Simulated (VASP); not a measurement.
Crystal: BaS.

```xyz
2
Lattice="0.0000 3.2149 3.2149 3.2149 0.0000 3.2149 3.2149 3.2149 0.0000" Properties=species:S:1:pos:R:3 pbc="T T T"
Ba    0.0000    0.0000    0.0000
S     3.2149    3.2149    3.2149
```

Base run:

| Property | Result |
| --- | --- |
| Program | VASP 6.6.1 |
| Functional | LDA |
| Potentials or basis | VASP PAW LDA potentials, release 64 (Ba_sv, S) |
| Cutoff | 520 eV |
| k mesh | 7 × 7 × 7 |
| Occupations | fermi-dirac, width 0.05 eV |
| Spin | no spin polarisation |

Its results: band gap on the k mesh 2.00 eV, indirect (least direct gap 2.15 eV); pressure -2.6 GPa.

Q: The run is repeated on the same cell with these changes: functional from LDA to r2SCAN; potentials or basis from VASP PAW LDA potentials, release 64 (Ba_sv, S) to VASP PAW PBE potentials, release 64 (Ba_sv, S). What comes out?

A: Band gap on the k mesh 2.56 eV, indirect (least direct gap 2.71 eV); pressure 0.5 GPa.

Caveats: spin-orbit coupling is left out, which moves the levels of the heavy elements; the PAW data sets were made with another functional, which shifts forces and pressure a little (some runs).

A k mesh can miss the band edges.
